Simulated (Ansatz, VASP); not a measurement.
## One calculation of Cu, two programs

File INCAR:

```
ALGO = Normal
EDIFF = 1E-6
ENCUT = 520
ISIF = 2
ISMEAR = -1
LASPH = T
LCHARG = T
LELF = T
LREAL = F
LVHAR = T
LWAVE = F
NBANDS = 30
NELM = 100
PREC = Accurate
SIGMA = 0.1
```

KPOINTS

```
k-points
0
Gamma
  7 7 2
```

File POSCAR:

```
Cu
1.0
    2.5307600000      0.0000000000      0.0000000000
   -1.2653800000      2.1917100000      0.0000000000
    0.0000000000      0.0000000000      8.2618200000
Cu
4
Direct
    0.9952300000      0.0002200000      0.9983600000
    0.3277700000      0.6622900000      0.2501700000
    0.0056100000      0.0010200000      0.4991700000
    0.6601900000      0.3208400000      0.7500800000
```

Input for Ansatz:

```yaml
crystal:
  lattice:
    - [2.53076, 0.0, 0.0]
    - [-1.26538, 2.19171, 0.0]
    - [0.0, 0.0, 8.26182]
  atoms:
    - { symbol: Cu, position: [0.99523, 0.00022, 0.99836] }
    - { symbol: Cu, position: [0.32777, 0.66229, 0.25017] }
    - { symbol: Cu, position: [0.00561, 0.00102, 0.49917] }
    - { symbol: Cu, position: [0.66019, 0.32084, 0.75008] }
basis:
  ecutwfc: 540.0
  xc_grid: 2
kpoints:
  mp_grid:
    grid: [7, 7, 2]
hamiltonian:
  xc: lda
scf:
  convergence:
    dr2_threshold: 1.0e-09
  occupations:
    method: fermi_dirac
    width: 0.1
output:
  forces: true
  stress: true
```

Alike in both runs: task single point; functional LDA; k mesh 7 × 7 × 2; occupations fermi-dirac, width 0.1 eV; no spin polarisation.

|  | VASP | Ansatz |
| --- | --- | --- |
| version | VASP 6.6.1 | Ansatz 0.2.0 |
| potentials or method | VASP PAW LDA potentials, release 64 (Cu), cutoff 520 eV | plane waves, PAW |
| valence electrons in the cell | 44 | 76 |

```csv
,VASP,Ansatz,Ansatz less VASP
pressure (GPa),-7.7,-8.8,-1.09
"traceless stress, the component that is largest in VASP (GPa)",-0.19,-0.18,+0.007
rms of the force components (eV/Å),0.049,0.049,+0.0001
```

LDA's correlation is that of Perdew and Zunger in VASP and of Perdew and Wang (1992) in Ansatz. Atom by atom the forces differ by 0.000 eV/Å (rms over components). VASP's potentials hold 44 valence electrons a cell and Ansatz's 76, so a difference there can come from the potentials and not from the codes. Ansatz's warnings: stress scf threshold loose.

The k mesh is coarse, so the values compare programs but aren't converged.
